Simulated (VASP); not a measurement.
**NaCdBr3: single point with PBE**

The system is NaCdBr3.

```
CELL_PARAMETERS angstrom
5.46407 0.04098 0.00000
0.04098 5.46407 0.00000
0.00000 0.00000 5.46407
ATOMIC_POSITIONS crystal
Na 0.00000 0.00000 0.00000
Cd 0.50000 0.50000 0.50000
Br 0.50000 0.50000 0.00000
Br 0.50000 0.00000 0.50000
Br 0.00000 0.50000 0.50000
```

This cell differs from its parent crystal: shear xy strain +1.5%.

- Program: VASP 6.6.1
- Task: single point
- Functional: PBE
- Potentials or basis: VASP PAW PBE potentials, release 64 (Na_pv, Cd, Br)
- Cutoff: 520 eV
- k mesh: 6 × 6 × 6
- Occupations: fermi-dirac, width 0.02 eV
- Spin: no spin polarisation
- Dipole correction: no
- Further INCAR settings: ALGO = Normal; EDIFF = 1e-06; NBANDS = 28

```json
{
  "Pressure": "0.9 GPa",
  "Band gap on the k mesh": "0.82 eV (least direct gap 1.37 eV)"
}
```

Stress tensor (GPa, compression positive):
```
 0.94 -0.10  0.00
-0.10  0.94  0.00
 0.00  0.00  0.94
```

Levels at points of the mesh, in eV from the valence-band top:
| k point | band 18 | band 19 | band 20 | band 21 | band 22 | band 23 |
| --- | --- | --- | --- | --- | --- | --- |
| (0.00, 0.00, 0.00) | -0.60 | -0.58 | -0.55 | 0.82 | 3.17 | 7.06 |
| (0.50, 0.00, 0.00) | -0.93 | -0.64 | -0.64 | 3.78 | 4.81 | 5.50 |
| (0.50, 0.50, 0.00) | -0.95 | -0.09 | -0.01 | 5.04 | 5.56 | 6.26 |
| (0.00, 0.00, 0.50) | -0.93 | -0.69 | -0.58 | 3.78 | 4.81 | 5.50 |
| (0.50, 0.00, 0.50) | -0.97 | -0.08 | -0.03 | 5.04 | 5.56 | 6.29 |
| (0.50, 0.50, 0.50) | -0.06 | -0.02 | 0.00 | 3.90 | 5.42 | 5.45 |

Run time: 6.2 min on 1 thread of AMD EPYC 7571, with other jobs on the host, peak memory 0.36 GiB.

Caveat: the cell differs from its parent crystal (shear xy strain +1.5%). A k mesh can miss the band edges.
